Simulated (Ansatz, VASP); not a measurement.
## HfTa4F: VASP beside Ansatz

```
CELL_PARAMETERS angstrom
4.85081 0.00000 0.00000
-2.42541 4.20093 0.00000
0.00000 0.00000 5.44500
ATOMIC_POSITIONS crystal
Hf 0.00000 0.00000 0.50000
Ta 0.33333 0.66667 0.74430
Ta 0.33333 0.66667 0.25570
Ta 0.66667 0.33333 0.25570
Ta 0.66667 0.33333 0.74430
F 0.00000 0.00000 0.00000
```

Alike in both runs: task single point; functional PBE; k mesh 6 × 6 × 4; occupations gaussian, width 0.1 eV; collinear spin.

```csv
,VASP,Ansatz
version,VASP 6.6.1,Ansatz 0.2.0
potentials or method,"VASP PAW PBE potentials, release 64 (Hf_pv, Ta_pv, F), cutoff 520 eV","scalar-relativistic, plane waves, PAW"
valence electrons in the cell,61,85
```

|  | VASP | Ansatz | Ansatz less VASP |
| --- | --- | --- | --- |
| gap on the k mesh at the Fermi level (eV) | none | none | - |
| pressure (GPa) | -0.3 | -0.2 | +0.19 |
| traceless stress, the component that is largest in VASP (GPa) | -0.07 | -0.16 | -0.081 |
| rms of the force components (eV/Å) | 0.008 | 0.012 | +0.0037 |
| net moment per atom (μB) | 0.00 | 0.00 | 0.000 |

Atom by atom the forces differ by 0.004 eV/Å (rms over components). A gap of «none» marks a metal or a gap that the smearing closes. The functional is the same, so the differences come from potentials, cutoffs and numerics. VASP's potentials hold 61 valence electrons a cell and Ansatz's 85, so a difference there can come from the potentials and not from the codes. Ansatz's warnings: seeded moment not kept.

Spin-orbit coupling is off throughout.
